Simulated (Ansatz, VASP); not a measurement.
**Two plane-wave programs on Zr2F**

```
Zr F
1.0
     1.44237    0.83275    5.58463
    -1.44237    0.83275    5.58463
     0.00000   -1.66550    5.58463
Zr F
2 1
Direct
  0.74840 0.74840 0.74840
  0.58490 0.58490 0.58490
  0.00000 0.00000 0.00000
```

Alike in both runs: task relaxation of cell and atoms; functional PBE; k mesh 6 × 6 × 6; occupations gaussian, width 0.1 eV; no spin polarisation.

|  | VASP | Ansatz |
| --- | --- | --- |
| version | VASP 6.6.1 | Ansatz 0.2.0 |
| potentials or method | VASP PAW PBE potentials, release 64 (Zr_sv, F), cutoff 600 eV | scalar-relativistic, plane waves, PAW |
| valence electrons in the cell | 31 | 31 |

|  | VASP | Ansatz | Ansatz less VASP |
| --- | --- | --- | --- |
| gap on the k mesh at the Fermi level, each at its own relaxed structure (eV) | none | none | - |
| relaxed volume (Å³/atom) | 17.75 | 17.81 | +0.056 |
| relaxed cell length with the largest relative difference (Å) | 6.247 | 6.251 | +0.0040 |

A gap of «none» marks a metal or a gap that the smearing closes.

The k mesh is coarse, so the values compare programs but aren't converged. Noted on VASP's run: the volume moved by over 15 % at a fixed basis, so the end points are rough.
